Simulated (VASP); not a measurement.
Wanted: the native input for a VASP 6.6.1 run.

```yaml
Task: single point
Functional: PBE
Potentials_or_basis: VASP PAW PBE potentials, release 64 (Li_sv, Br)
Cutoff: 750 eV
k_mesh: 6 × 6 × 6
Occupations: gaussian, width 0.01 eV
Spin: no spin polarisation
Dipole_correction: no
Further_INCAR_settings: ALGO = Normal; EDIFF = 1e-06; NBANDS = 12
```

The structure of LiBr lies in POSCAR:

```
LiBr
1.0
    0.0000000000      2.7395485832      2.7395485832
    2.7395485832      0.0000000000      2.7395485832
    2.7395485832      2.7395485832      0.0000000000
Li Br
1 1
Direct
    0.0000000000      0.0000000000      0.0000000000
    0.5000000000      0.5000000000      0.5000000000
```

One way to write it, as run:

INCAR

```
SYSTEM = LiBr
PREC     = Accurate       ! precision mode
ENCUT    = 750            ! plane-wave cutoff, eV
EDIFF    = 1E-6           ! SCF threshold, eV
ISMEAR   = 0              ! smearing method
SIGMA    = 0.01           ! smearing width, eV
LREAL    = .False.        ! projectors in reciprocal space
LASPH    = .True.         ! aspherical terms in the spheres
NELM     = 120            ! most SCF steps
ALGO     = Normal         ! electronic algorithm
ISIF     = 2              ! what is computed and relaxed
LWAVE    = .False.        ! write WAVECAR
LCHARG   = .False.        ! write CHGCAR
GGA      = PE             ! functional
NBANDS   = 12             ! bands
GGA_COMPAT= .False.
```

KPOINTS

```
regular mesh
0
Gamma
  6 6 6
  0 0 0
```

Potentials or basis: VASP PAW PBE potentials, release 64 (Li_sv, Br).

Launch:

```console
$ cat potpaw_PBE.64/Li_sv/POTCAR potpaw_PBE.64/Br/POTCAR > POTCAR
$ mpirun -np 1 vasp_std > vasp.out
```

Results of the run:

- Pressure: 0.4 GPa
- Band gap on the k mesh: 4.99 eV

Run time: 9.1 s on 1 thread of Intel(R) Xeon(R) Platinum 8488C (Sapphire Rapids) (shared host), peak memory 0.2 GiB.
